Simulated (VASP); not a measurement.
## Li: relaxation of cell and atoms with PBE

Li:

```xyz
2
Lattice="-2.6640 2.6640 1.4652 2.6640 -2.6640 1.4652 2.6640 2.6640 -1.4652" Properties=species:S:1:pos:R:3 pbc="T T T"
Li    0.0000   -1.3320   -0.3663
Li    0.0000    1.3320    0.3663
```

```json
{"Program": "VASP 6.6.1", "Task": "relaxation of cell and atoms", "Functional": "PBE", "Potentials or basis": "VASP PAW PBE potentials, release 64 (Li_sv)", "Cutoff": "600 eV", "k mesh": "15 × 15 × 15", "Occupations": "fermi-dirac, width 0.08 eV", "Spin": "no spin polarisation", "Dipole correction": "no", "Further INCAR settings": "ALGO = Normal; EDIFF = 1e-06; IBRION = 2; EDIFFG = -0.005; NSW = 60; ISIF = 3"}
```

| Item | Value |
| --- | --- |
| Relaxed volume | 20.11 Å³/atom |
| Relaxed cell | a = 4.010 Å, b = 4.010 Å, c = 4.010 Å, α = 97.34°, β = 97.34°, γ = 138.11° |
| Space group after relaxing (to 0.1 Å) | I4_1/amd (No. 141) |
| Energy gained by relaxing | 1.3 meV/atom |
| Ionic steps | 5 |
| Pressure after relaxing | 0.0 GPa |
| Band gap on the k mesh | zero (bands 3 and 4 overlap by 2.90 eV) |

Step by step:
| step | energy change (eV) | largest force (eV/Å) | pressure (GPa) | volume (Å³) |
| --- | --- | --- | --- | --- |
| 1 | 0.0000 | 0.0000 | -0.40 | 41.59 |
| 2 | -0.0010 | 0.0000 | -0.32 | 41.28 |
| 3 | -0.0024 | 0.0000 | -0.12 | 40.58 |
| 4 | -0.0010 | 0.0000 | 0.34 | 39.20 |
| 5 | -0.0026 | 0.0000 | -0.01 | 40.22 |

Final structure:
```cif
data_structure
_symmetry_space_group_name_H-M 'P 1'
_symmetry_Int_Tables_number 1
_cell_length_a 4.0104
_cell_length_b 4.0104
_cell_length_c 4.0104
_cell_angle_alpha 97.342
_cell_angle_beta 97.342
_cell_angle_gamma 138.108
_cell_volume 40.22
loop_
_atom_site_label
_atom_site_type_symbol
_atom_site_fract_x
_atom_site_fract_y
_atom_site_fract_z
_atom_site_occupancy
Li1 Li 0.62500 0.87500 0.75000 1
Li2 Li 0.37500 0.12500 0.25000 1
```

Levels at points of the mesh, in eV from the Fermi level:
| k point | band 1 | band 2 | band 3 | band 4 | band 5 | band 6 |
| --- | --- | --- | --- | --- | --- | --- |
| (0.00, 0.00, 0.00) | -46.64 | -46.60 | -3.50 | 3.70 | 3.70 | 6.18 |

Run time: 2.6 min on 1 thread of AMD EPYC 9R14 (Zen 4), with other jobs on the host, peak memory 0.19 GiB.

Caveat: the cutoff is under 1.25 times the usual one of these potentials, so pressure, stress and relaxed cells hold a basis-set (Pulay) error.
